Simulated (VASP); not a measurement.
# Si8O17 (a cell with a defect) in VASP: a series of runs

Si8O17 (a cell with a defect) is run at these levels: LDA; tasks: single point.

Everything below comes from runs of VASP 6.6.1. Logs are shortened: lines on timing, memory, paths and dates and some standing lists are left out, and cuts for length are marked.

## (1) The cell of the first run

The cell holds a defect, 25 atoms: a = 7.000 Å, b = 7.000 Å, c = 6.876 Å, α = 90.00°, β = 90.00°, γ = 90.00°.

## (2) Single point, LDA, collinear spin

File INCAR:

```
SYSTEM = Si8O17
  ALGO = Normal
  EDIFF = 1E-7
  ENCUT = 520
  GGA = CA
  ISIF = 2
  ISMEAR = -1
  ISPIN = 2
  LASPH = .TRUE.
  LCHARG = .FALSE.
  LORBIT = 11
  LREAL = Auto
  LWAVE = .FALSE.
  MAGMOM = 0 0 0 0 0 0 0 0 0 0 0 0 0 0 0 0 0 0 0 0 0 0 0 0 1
  NBANDS = 89
  NELM = 150
  PREC = Accurate
  SIGMA = 0.02
```

File KPOINTS:

```
k-points
0
G
  1 1 1
  0 0 0
```

File POSCAR:

```
Si8O17
1.0
   -4.9501000000     -4.9501000000      0.0000000000
    4.9501000000     -4.9501000000      0.0000000000
    0.0000000000      0.0000000000      6.8760000000
Si O
8 17
Direct
    0.2029506160      0.5045388170      0.0021643768
   -0.0044565349      0.1966342586      0.2341863474
    0.8091721968      0.4944079305      0.5040006898
    0.0009563272      0.8004227458      0.7478898856
    0.6956826172     -0.0157179252     -0.0027851422
    0.4904838936      0.6986966682      0.2588538678
    0.2968624673      0.0110274088      0.5001066964
    0.5066671874      0.3042609356      0.7573110498
    0.3176479668      0.5599669506      0.1971881337
    0.9306006489      0.3203269925      0.4198157842
    0.6884632735      0.4269182335      0.6890706352
    0.0728487689      0.6820427869      0.9352111073
    0.9528902822      0.6614768324      0.5679981554
    0.6667358405      0.5710880423      0.3365644780
    0.0724367098      0.3209084486      0.0514583865
    0.3431741710      0.4498546238      0.8261415431
    0.8414966893      0.0375379202      0.1692022801
    0.4286726921      0.8325648969      0.4369621383
    0.1630084414      0.9484748657      0.6799669414
    0.5613261939      0.1631442002      0.9356735479
    0.4337658728      0.1807999184      0.5746442484
    0.1780746747      0.0767283646      0.3128211531
    0.5548336243      0.8187483349      0.0711253293
    0.8106886748      0.9166757377      0.8067801144
    0.7361673046      0.4027310117      0.0788103524
```

Potentials or basis: VASP PAW LDA potentials, release 64 (Si, O).

The run is started by

```bash
$ cat potpaw_LDA.64/Si/POTCAR potpaw_LDA.64/O/POTCAR > POTCAR
$ mpirun -np 1 vasp_gam > vasp.out
```

OUTCAR:

```text
SYSTEM = Si8O17
   EDIFF = 1E-7
   ENCUT = 520
   GGA = CA
   ISIF = 2
   ISMEAR = -1
   ISPIN = 2
   LASPH = .TRUE.
   LORBIT = 11
   LREAL = Auto
   NELM = 150
   PREC = Accurate

 ion  position               nearest neighbor table
   1  0.203  0.505  0.002-  16 1.60  12 1.61   9 1.61  15 1.61   6 3.00   2 3.05   8 3.05   4 3.06

   2  0.996  0.197  0.234-  10 1.61  17 1.61  15 1.62  22 1.62  25 2.55   5 3.04   1 3.05   7 3.08
                             3 3.08
   3  0.809  0.494  0.504-  10 1.59  11 1.60  13 1.60  14 1.61   4 3.03   8 3.05   2 3.08   6 3.14
[... 12 lines left out ...]
  10  0.931  0.320  0.420-   3 1.59   2 1.61
  11  0.688  0.427  0.689-   3 1.60   8 1.61
  12  0.073  0.682  0.935-   1 1.61   4 1.61
  13  0.953  0.661  0.568-   3 1.60   4 1.61
  14  0.667  0.571  0.337-   6 1.61   3 1.61
[... 8 lines left out ...]
  23  0.555  0.819  0.071-   5 1.60   6 1.60
  24  0.811  0.917  0.807-   5 1.61   4 1.61
  25  0.736  0.403  0.079-   2 2.55

  LATTYP: Found a simple tetragonal cell.
 ALAT       =     7.0004985551
 C/A-ratio  =     0.9822157588

  Lattice vectors:

 A1 = (  -4.9501000000,  -4.9501000000,   0.0000000000)
 A2 = (   4.9501000000,  -4.9501000000,   0.0000000000)
 A3 = (   0.0000000000,   0.0000000000,   6.8760000000)

Analysis of symmetry for initial positions (statically):
=====================================================================
 Subroutine PRICEL returns:
 Original cell was already a primitive cell.

 Routine SETGRP: Setting up the symmetry group for a
 simple tetragonal supercell.

 Subroutine GETGRP returns: Found  1 space group operations
 (whereof  1 operations were pure point group operations)
 out of a pool of 16 trial point group operations.

The static configuration has the point symmetry C_1 .

Analysis of symmetry for dynamics (positions and initial velocities):
=====================================================================
 Subroutine PRICEL returns:
 Original cell was already a primitive cell.

 Routine SETGRP: Setting up the symmetry group for a
 simple tetragonal supercell.

 Subroutine GETGRP returns: Found  1 space group operations
 (whereof  1 operations were pure point group operations)
 out of a pool of 16 trial point group operations.

The dynamic configuration has the point symmetry C_1 .

Analysis of structural, dynamic, and magnetic symmetry:
=====================================================================
 Subroutine PRICEL returns:
 Original cell was already a primitive cell.

 Routine SETGRP: Setting up the symmetry group for a
 simple tetragonal supercell.

 Subroutine GETGRP returns: Found  1 space group operations
 (whereof  1 operations were pure point group operations)
 out of a pool of 16 trial point group operations.

The overall configuration has the point symmetry C_1 .

 Subroutine INISYM returns: Found  1 space group operations
 (whereof  1 operations are pure point group operations),
 and found     1 'primitive' translations

----------------------------------------------------------------------------------------

                                     Primitive cell

  volume of cell :     336.9720

  direct lattice vectors                    reciprocal lattice vectors
    -4.950100000 -4.950100000  0.000000000    -0.101008060 -0.101008060  0.000000000
     4.950100000 -4.950100000  0.000000000     0.101008060 -0.101008060  0.000000000
     0.000000000  0.000000000  6.876000000     0.000000000  0.000000000  0.145433392

  length of vectors
     7.000498555  7.000498555  6.876000000     0.142846969  0.142846969  0.145433392

  position of ions in fractional coordinates (direct lattice)
     0.202950616  0.504538817  0.002164377
     0.995543465  0.196634259  0.234186347
     0.809172197  0.494407931  0.504000690
     0.000956327  0.800422746  0.747889886
     0.695682617  0.984282075  0.997214858
     0.490483894  0.698696668  0.258853868
[... 17 lines left out ...]
     0.810688675  0.916675738  0.806780114
     0.736167305  0.402731012  0.078810352

[... 55 lines left out ...]
            Coordinates               Weight
  0.000000  0.000000  0.000000      1.000000
   k-points           NKPTS =      1   k-points in BZ     NKDIM =      1   number of bands    NBANDS=     89
   number of dos      NEDOS =    301   number of ions     NIONS =     25
   total plane-waves  NPLWV = 157464
   dimension x,y,z NGX =    54 NGY =   54 NGZ =   54
   dimension x,y,z NGXF=   108 NGYF=  108 NGZF=  108
   ions per type =               8  17
   NGX,Y,Z   is equivalent  to a cutoff of  12.82, 12.82, 13.06 a.u.
   NGXF,Y,Z  is equivalent  to a cutoff of  25.65, 25.65, 26.11 a.u.
 SYSTEM =  Si8O17
   PREC   = accura    normal or accurate (medium, high low for compatibility)
   ISTART =      0    job   : 0-new  1-cont  2-samecut
   ICHARG =      2    charge: 1-file 2-atom 10-const
   ISPIN  =      2    spin polarized calculation?
   LNONCOLLINEAR =      F non collinear calculations
   LSORBIT =      F    spin-orbit coupling
   LASPH  =      T    aspherical Exc in radial PAW
   ENCUT  =  520.0 eV  38.22 Ry    6.18 a.u.  13.02 13.02 12.78*2*pi/ulx,y,z
   NELM   =    150;   NELMIN=  2; NELMDL= -5     # of ELM steps
   EDIFF  = 0.1E-06   stopping-criterion for ELM
   LREAL  =      T    real-space projection
   EDIFFG = 0.1E-05   stopping-criterion for IOM
   NSW    =      0    number of steps for IOM
   IBRION =     -1    ionic relax: 0-MD 1-quasi-New 2-CG
   NFREE  =      0    steps in history (QN), initial steepest desc. (CG)
   ISIF   =      2    stress and relaxation
   ISYM   =      2    0-nonsym 1-usesym 2-fastsym
   POTIM  = 0.5000    time-step for ionic-motion
   TEBEG  =    0.0;   TEEND  =   0.0 temperature during run
   PSTRESS=    0.0 pullay stress
   NELECT =     134.0000    total number of electrons
   NUPDOWN=      -1.0000    fix difference up-down
   EMIN   =  10.00;   EMAX   =-10.00  energy-range for DOS
   EFERMI =   0.00;   METHOD = LEGACY
   ISMEAR =    -1;   SIGMA  =   0.02  broadening in eV -4-tet -1-fermi 0-gaus
   EFERMI_NEDOS =   21; number of points for ismear=-14 and -15
   IALGO  =     38    algorithm
   IMIX   =      4    mixing-type and parameters
     AMIX     =   0.40;   BMIX     =  1.00
     AMIX_MAG =   1.60;   BMIX_MAG =  1.00
  volume/ion in A,a.u.               =      13.48        90.96
  Fermi-wavevector in a.u.,A,eV,Ry     =   1.203867  2.274979 19.718864  1.449296
  Thomas-Fermi vector in A             =   2.339608
   LORBIT       =     11    0 simple, 1 ext, 2 COOP (PROOUT), +10 PAW based schemes
   GGA     = CA    functional components
   LHFCALC =     F    Hartree Fock is set to
   AEXX    =    0.0000 exact exchange contribution
   IVDW    =     0    specifies the selected vdW correction
   LEPSILON=     F    determine dielectric tensor
   LRPA    =     F    only Hartree local field effects (RPA)
 spin polarized calculation
  energy-cutoff  :      520.00
  volume of cell :      336.97
 maximum number of plane-waves:      4537
 NGX is ok and might be reduce to    54
   NGX = 27   NGY = 27   NGZ = 25

 number of electron     133.9999984 magnetization       2.0000808

 Free energy of the ion-electron system (eV)
  ---------------------------------------------------
  ext. energy  EPLUGINS =         0.00000000
  ---------------------------------------------------
  free energy    TOTEN  =      -209.33912366 eV

  energy without entropy =     -209.33912364  energy(sigma->0) =     -209.33912365

 E-fermi :   1.7032     XC(G=0):  -9.3257

 val. band max:        1.3555855778   @ k =   0.0000   0.0000   0.0000
 cond. band min:       2.0507676865   @ k =   0.0000   0.0000   0.0000
 fundamental gap:      0.6951821087
 Fermi energy:         1.7031630956

 spin component 1

 k-point     1 :       0.0000    0.0000    0.0000
  band No.  band energies     occupation
      1     -19.1505      1.00000
      2     -18.2794      1.00000
      3     -18.1785      1.00000
      4     -18.1621      1.00000
      5     -18.1210      1.00000
      6     -18.0670      1.00000
[... 71 lines left out ...]
     78       9.6977      0.00000
     79       9.7714      0.00000
 Fermi energy:         1.7031630956

 spin component 2

 k-point     1 :       0.0000    0.0000    0.0000
  band No.  band energies     occupation
      1     -19.0992      1.00000
      2     -18.1881      1.00000
      3     -18.1517      1.00000
      4     -18.1236      1.00000
      5     -18.1057      1.00000
      6     -18.0449      1.00000
[... 71 lines left out ...]
     78       9.7095      0.00000
     79       9.8012      0.00000
 [bands above 79 left out]

------------------------ aborting loop because EDIFF is reached ----------------------------------------

  FORCE on cell =-STRESS in cart. coord.  units (eV):
  Direction    XX          YY          ZZ          XY          YZ          ZX
  --------------------------------------------------------------------------------------
  -------------------------------------------------------------------------------------
  Total        1.8469385      1.4934675      3.0957073     -0.0723471      0.2098598      1.2084566
  in kB        8.7815102      7.1008860     14.7189445     -0.3439838      0.9978058      5.7457646
  external PRESSURE =      10.2004469 kB  Pullay stress =       0.0000000 kB

 VOLUME and BASIS-vectors are now :
 -----------------------------------------------------------------------------
  energy-cutoff  :      520.00
  volume of cell :      336.97
      direct lattice vectors                 reciprocal lattice vectors
    -4.950100000 -4.950100000  0.000000000    -0.101008060 -0.101008060  0.000000000
     4.950100000 -4.950100000  0.000000000     0.101008060 -0.101008060  0.000000000
     0.000000000  0.000000000  6.876000000     0.000000000  0.000000000  0.145433392

 POSITION                                       TOTAL-FORCE (eV/Angst)
 -----------------------------------------------------------------------------------
      1.49289     -3.50214      0.01488         0.001166      0.076656      0.020994
     -3.95468     -5.90140      1.61027         0.003773      0.015743      0.007773
     -1.55811     -6.45285      3.46551         0.009702      0.002941     -0.029717
      3.95744     -3.96691      5.14249         0.062982      0.009936      0.060161
      1.42860     -8.31599      6.85685         0.054747      0.008874     -0.056412
      1.03067     -5.88656      1.77988        -0.076299      0.034130     -0.007090
[... 17 lines left out ...]
      0.52465     -8.55063      5.54742        -0.039070      0.002999      0.017078
     -1.65054     -5.63766      0.54190        -0.017797      0.009108     -0.019799
 -----------------------------------------------------------------------------------
    total drift:                               -0.000228      0.003430      0.025863

  FREE ENERGIE OF THE ION-ELECTRON SYSTEM (eV)
  ---------------------------------------------------
  free  energy   TOTEN  =      -209.3391236603 eV

  energy  without entropy=     -209.3391236395  energy(sigma->0) =     -209.33912365

 total charge

# of ion       s       p       d       tot
------------------------------------------
    1        0.657   1.033   0.000   1.690
    2        0.648   1.010   0.000   1.658
    3        0.658   1.042   0.000   1.701
    4        0.656   1.030   0.000   1.686
    5        0.657   1.031   0.000   1.687
    6        0.656   1.032   0.000   1.688
[... 17 lines left out ...]
   24        1.540   3.688   0.000   5.228
   25        1.615   3.008   0.000   4.623
--------------------------------------------------
tot         31.492  70.256   0.000 101.747

 magnetization (x)

# of ion       s       p       d       tot
------------------------------------------
    1       -0.000   0.000   0.000   0.000
    2       -0.000  -0.001   0.000  -0.001
    3       -0.001  -0.000   0.000  -0.001
    4        0.000   0.000   0.000   0.000
    5       -0.000   0.000   0.000   0.000
    6       -0.000   0.000   0.000  -0.000
[... 17 lines left out ...]
   24        0.000   0.000   0.000   0.000
   25        0.014   1.339   0.000   1.353
--------------------------------------------------
tot          0.026   1.628   0.000   1.654
```

Run time: 2.6 min. Hardware: 1 thread of AMD EPYC 7R13, shared host; peak memory 0.28 GiB.

What came out:

* Free energy: -209.3391 eV
* Pressure: 1.0 GPa
* Largest force: 0.097 eV/Å
* Band gap on the k mesh: 0.70 eV
* Net moment: 2.00 μB per cell
* Site moments: Si +0.00, -0.00; O -0.00, +0.01, +0.00, +0.12, +0.06, +0.10, +1.35 μB
* Valence electrons inside the program's atomic spheres: Si 1.69, 1.66, 1.70, 1.68; O 5.23, 5.24, 5.21, 5.20, 4.62

Forces in eV/Å, atoms in the order of the input:
```
Si   0.001  0.077  0.021
Si   0.004  0.016  0.008
Si   0.010  0.003 -0.030
Si   0.063  0.010  0.060
Si   0.055  0.009 -0.056
Si  -0.076  0.034 -0.007
Si  -0.050 -0.038  0.016
Si  -0.012 -0.090  0.035
O    0.021 -0.036 -0.021
O   -0.074  0.034 -0.040
O   -0.024  0.011  0.041
O    0.020  0.003 -0.069
O   -0.010 -0.039 -0.004
O   -0.006  0.011  0.049
O    0.025  0.044  0.024
O   -0.009  0.018 -0.012
O    0.024 -0.032 -0.003
O    0.063 -0.029  0.061
O    0.023 -0.013 -0.037
O    0.013 -0.029  0.016
O    0.020  0.030 -0.015
O   -0.019  0.007 -0.043
O   -0.005 -0.012  0.009
O   -0.039  0.003  0.017
O   -0.018  0.009 -0.020
```

Stress tensor (GPa, compression positive):
```
 0.88 -0.03  0.57
-0.03  0.71  0.10
 0.57  0.10  1.47
```

Levels at points of the mesh, in eV from the valence-band top:
Spin up:
| k point | band 64 | band 65 | band 66 | band 67 | band 68 | band 69 | band 70 | band 71 | band 72 | band 73 |
| --- | --- | --- | --- | --- | --- | --- | --- | --- | --- | --- |
| (0.00, 0.00, 0.00) | -1.52 | -1.48 | -1.28 | -1.09 | -0.93 | 4.56 | 7.37 | 7.43 | 7.49 | 7.55 |
Spin down:
| k point | band 63 | band 64 | band 65 | band 66 | band 67 | band 68 | band 69 | band 70 |
| --- | --- | --- | --- | --- | --- | --- | --- | --- |
| (0.00, 0.00, 0.00) | -1.49 | -1.43 | -1.16 | 0.00 | 0.70 | 1.21 | 4.58 | 7.40 |

Caveat: the k points lie up to 0.91 Å⁻¹ apart.

## (3) Single point, LDA, collinear spin

File INCAR:

```
  ALGO = Normal
  EDIFF = 1E-6
  ENCUT = 520
  GGA = CA
  ISIF = 2
  ISMEAR = -1
  ISPIN = 2
  LASPH = True
  LCHARG = True
  LELF = True
  LORBIT = 11
  LREAL = Auto
  LVHAR = True
  LWAVE = False
  MAGMOM = 0 0 0 0 0 0 0 0 0 0 0 0 0 0.12 0.05 0 0 0 0 0.09 0 0 0 0 1.52
  NBANDS = 89
  NELM = 150
  PREC = Accurate
  SIGMA = 0.02
```

File KPOINTS:

```
k-points
0
Gamma
  1 1 1
```

File POSCAR:

```
Si8O17
1.0
   -4.9501000000     -4.9501000000      0.0000000000
    4.9501000000     -4.9501000000      0.0000000000
    0.0000000000      0.0000000000      6.8760000000
Si O
8 17
Direct
    0.1991979960      0.4737783075     -0.0044938918
   -0.0358780631      0.1586028565      0.2313408959
    0.7892466819      0.4963637098      0.4934991274
    0.0182218541      0.7990141613      0.7565299593
    0.6775216662     -0.0244439506     -0.0287667248
    0.4852225208      0.6806327145      0.2357620710
    0.3075392416      0.0056665522      0.4793339151
    0.4793236500      0.2960748268      0.7453315881
    0.3182359952      0.5548978809      0.1675538104
    0.8815478475      0.3172764187      0.3966986620
    0.6319367286      0.4564049211      0.6682664340
    0.1095533424      0.6825114644      0.9313554392
    0.9291933496      0.6723298519      0.5651832461
    0.6232197329      0.5103735278      0.3140052356
    0.0456960465      0.3354881720      0.1018615474
    0.2892163795      0.4063655280      0.7967422920
    0.8422961152     -0.0046362700      0.1667539267
    0.4015070403      0.8260237167      0.3830133799
    0.1948748510      0.9411628048      0.6893251891
    0.5460697764      0.1475323731      0.9402850494
    0.4618795580      0.1747136421      0.5376672484
    0.1542292075      0.0933819519      0.3519633508
    0.5901092907      0.7844487990      0.0612129145
    0.8590533525      0.9468697602      0.8168993601
    0.7915799681      0.5572412679     -0.0270506108
```

Potentials or basis: VASP PAW LDA potentials, release 64 (Si, O).

The run is started by

```bash
$ cat potpaw_LDA.64/Si/POTCAR potpaw_LDA.64/O/POTCAR > POTCAR
$ mpirun -np 1 vasp_gam > vasp.out
```

Run time: 3.7 min. Hardware: 1 thread of AMD EPYC 7R13, shared host; peak memory 0.29 GiB.

It converged, with:

```
Free energy                                           : -204.0945 eV
Pressure                                              : 2.2 GPa
Largest force                                         : 8.383 eV/Å
Band gap on the k mesh                                : 0.41 eV
Net moment                                            : 2.00 μB per cell
Site moments                                          : Si +0.00, -0.00; O -0.00, +0.09, +0.03, +0.05, +0.04, +0.00, +0.08, +1.36 μB
Valence electrons inside the program's atomic spheres : Si 1.72, 1.71, 1.62, 1.65, 1.80, 1.59; O 5.33, 5.23, 5.17, 5.22, 5.14, 5.15, 5.21, 5.25, 5.30, 5.18, 5.16, 5.29, 4.62
```

Forces on the atoms (eV/Å):
```
Si   3.774  1.274  1.002
Si   1.902 -6.948  4.288
Si   1.529  1.039 -0.841
Si  -0.909 -0.180 -2.055
Si  -6.083 -2.327  1.847
Si  -2.955 -0.097  0.497
Si   0.031 -0.029  4.418
Si  -2.706 -0.628 -1.847
O   -0.683  1.608 -0.076
O   -2.374  1.065  0.479
O   -0.696 -0.223  1.648
O   -0.645  0.624 -0.239
O   -0.282  0.383  0.597
O    0.962 -2.686  1.365
O   -0.886 -0.011 -2.580
O   -0.970  0.513 -0.090
O    1.430  3.814 -2.207
O    0.062 -0.851  1.049
O   -0.772 -0.296 -1.691
O    3.819 -0.916 -2.611
O   -0.210  1.055  1.665
O    2.081  1.295 -2.885
O    1.164 -0.104 -1.792
O    3.179  1.712  0.601
O    0.237  0.913 -0.541
```

Stress tensor (GPa, compression positive):
```
 6.92  1.56  0.20
 1.56 -0.52 -1.48
 0.20 -1.48  0.16
```

Levels at points of the mesh, in eV from the valence-band top:
Spin up:
| k point | band 64 | band 65 | band 66 | band 67 | band 68 | band 69 | band 70 | band 71 | band 72 | band 73 |
| --- | --- | --- | --- | --- | --- | --- | --- | --- | --- | --- |
| (0.00, 0.00, 0.00) | -1.73 | -1.67 | -1.50 | -1.40 | -0.93 | 3.14 | 5.13 | 5.61 | 5.94 | 5.96 |
Spin down:
```
           k point  band 62  band 63  band 64  band 65  band 66  band 67  band 68  band 69  band 70  band 71
(0.00, 0.00, 0.00)    -1.86    -1.68    -1.50    -1.37     0.00     0.41     0.61     3.16     5.14     5.65
```

Caveat: the k points lie up to 0.91 Å⁻¹ apart.
